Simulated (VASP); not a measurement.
Input of a VASP 6.6.1 run:

File INCAR:

```
SYSTEM = Co
PREC = Accurate
ENCUT = 520
EDIFF = 1E-6
ISMEAR = -1
SIGMA = 0.08
LREAL = .FALSE.
LASPH = .TRUE.
NELM = 60
ALGO = Normal
ISIF = 2
LWAVE = .FALSE.
LCHARG = .FALSE.
GGA = PE
NBANDS = 16
```

File KPOINTS:

```
Automatic mesh
0
G
  15 15 8
  0 0 0
```

The input POSCAR:

```
Co
1.0
    2.4365880777      0.0000000000      0.0000000000
   -1.2182940388      2.1101471738      0.0000000000
    0.0000000000      0.0000000000      3.9803419532
Co
2
Direct
    0.6666666667      0.3333333333      0.2598610000
    0.3333333333      0.6666666667      0.7401390000
```

Potentials or basis: VASP PAW PBE potentials, release 64 (Co).

Run with:

```bash
$ cat potpaw_PBE.64/Co/POTCAR > POTCAR
$ mpirun -np 1 vasp_std > vasp.out
```

(1) What does it give for the pressure?

(2) What does it give for the largest force?

## Answers

(1) 3.0 GPa.

(2) 0.774 eV/Å.

Caveat: the run has no spin polarisation, though such a crystal can be magnetic.
